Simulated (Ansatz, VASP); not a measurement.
TePb in VASP and in Ansatz

POSCAR

```
TePb
1.0
    0.0000000000      3.2310000000      3.2310000000
    3.2310000000      0.0000000000      3.2310000000
    3.2310000000      3.2310000000      0.0000000000
Te Pb
1 1
Direct
    0.5000000000      0.5000000000      0.5000000000
    0.0000000000      0.0000000000      0.0000000000
```

Contents of INCAR.step1:

```
SYSTEM = TePb
PREC = Accurate
ENCUT = 600
ISMEAR = -1
SIGMA = 0.02
LREAL = .FALSE.
LASPH = .TRUE.
NELM = 60
GGA = PE
ALGO = Normal
EDIFF = 1E-4
LWAVE = .TRUE.
LCHARG = .FALSE.
```

File INCAR.step2:

```
SYSTEM = TePb
PREC = Accurate
ENCUT = 600
EDIFF = 1E-6
ISMEAR = -1
SIGMA = 0.02
LREAL = .FALSE.
LASPH = .TRUE.
NELM = 60
ALGO = Normal
ISIF = 3
LWAVE = .FALSE.
LCHARG = .FALSE.
METAGGA = R2SCAN
LMIXTAU = .TRUE.
IBRION = 2
NSW = 80
EDIFFG = -0.01
ISTART = 1
```

File KPOINTS:

```
regular mesh
0
G
  8 8 8
  0 0 0
```

Input for Ansatz:

```yaml
crystal:
  lattice:
    - [0.0, 3.231, 3.231]
    - [3.231, 0.0, 3.231]
    - [3.231, 3.231, 0.0]
  atoms:
    - { symbol: Te, position: [0.5, 0.5, 0.5] }
    - { symbol: Pb, position: [0.0, 0.0, 0.0] }
  symmetry: { tolerance: 0.0003 }
hamiltonian:
  xc: r2scan
  pseudopotentials: { kind: paw, azcp: { folder: soft_1 } }
basis:
  ecutwfc: 500
magnetization:
  spin_polarized: false
scf:
  occupations: { method: fermi_dirac, width: 0.02 }
kpoints:
  mp_grid: { grid: [8, 8, 8], shift: [0, 0, 0] }
output:
  forces: true
  stress: true
  eigenvalues: true
relax:
  max_steps: 60
  cell: {}
```

Alike in both runs: task relaxation of cell and atoms; functional r2SCAN; k mesh 8 × 8 × 8; occupations fermi-dirac, width 0.02 eV; no spin polarisation.

|  | VASP | Ansatz |
| --- | --- | --- |
| version | VASP 6.6.1 | Ansatz 0.2.0 |
| potentials or method | VASP PAW PBE potentials, release 64 (Te, Pb_d), cutoff 600 eV | PAW plane waves |
| valence electrons in the cell | 20 | 30 |

Ansatz gave:

```
gap on the k mesh at the Fermi level, each at its own relaxed structure (eV) : 1.10
relaxed volume (Å³/atom)                                                     : 34.92
relaxed length of the cell vector where the two differ most in proportion (Å)              : 4.623
```

Problem. Estimate VASP's values.

Solution. gap on the k mesh at the Fermi level, each at its own relaxed structure (eV): 1.09; relaxed volume (Å³/atom): 34.89; relaxed length of the cell vector where the two differ most in proportion (Å): 4.621.

VASP's potentials were made for PBE, not for r2SCAN. VASP's potentials hold 20 valence electrons a cell and Ansatz's 30, so a difference there can come from the potentials and not from the codes.

Neither program's run includes spin-orbit coupling.
